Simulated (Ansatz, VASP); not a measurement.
Sb in VASP and in Ansatz

File INCAR:

```
PREC = Accurate
ENCUT = 520
EDIFF = 1E-6
ISMEAR = 0
SIGMA = 0.2
LREAL = False
LASPH = True
NELM = 100
ALGO = Normal
ISIF = 2
LWAVE = False
LCHARG = False
GGA = PE
NBANDS = 12
```

Contents of KPOINTS:

```
regular mesh
0
Gamma
  9 9 9
```

File POSCAR:

```
Sb
1.0
    2.1879029667      1.2631863668      3.8431731385
   -2.1879029667      1.2631863668      3.8431731385
    0.0000000000     -2.5263727336      3.8431731385
Sb
2
Direct
    0.2326795448      0.2326795448      0.2326795448
    0.7673204552      0.7673204552      0.7673204552
```

Input for Ansatz:

```yaml
crystal:
  lattice:
    - [2.1879029667, 1.2631863668, 3.8431731385]
    - [-2.1879029667, 1.2631863668, 3.8431731385]
    - [0.0, -2.5263727336, 3.8431731385]
  atoms:
    - { symbol: Sb, position: [0.2326795448, 0.2326795448, 0.2326795448] }
    - { symbol: Sb, position: [0.7673204552, 0.7673204552, 0.7673204552] }
hamiltonian:
  xc: pbe
  pseudopotentials:
    kind: paw
    azcp:
      Sb: "pseudopotentials/Sb.paw.azcp"
basis:
  ecutwfc: 420
  fft_grid_basis: typed
kpoints:
  mp_grid: { grid: [9, 9, 9], shift: [0, 0, 0] }
magnetization:
  spin_polarized: false
scf:
  occupations: { method: gaussian, width: 0.2 }
  lower_state_search: "off"
output:
  stress: true
  write_density: true
  write_potential: true
  elf: true
  volumetric_format: npy
```

Alike in both runs: task single point; functional PBE; k mesh 9 × 9 × 9; occupations gaussian, width 0.2 eV; no spin polarisation.

|  | VASP | Ansatz |
| --- | --- | --- |
| version | VASP 6.6.1 | Ansatz 0.2.0 |
| potentials or method | VASP PAW PBE potentials, release 64 (Sb), cutoff 520 eV | plane waves (420 eV) with PAW, scalar-relativistic |
| valence electrons in the cell | 10 | 30 |

|  | VASP | Ansatz | Ansatz less VASP |
| --- | --- | --- | --- |
| pressure (GPa) | 0.1 | 0.0 | -0.04 |

VASP's potentials hold 10 valence electrons a cell and Ansatz's 30, so a difference there can come from the potentials and not from the codes.

Neither program's run includes spin-orbit coupling.
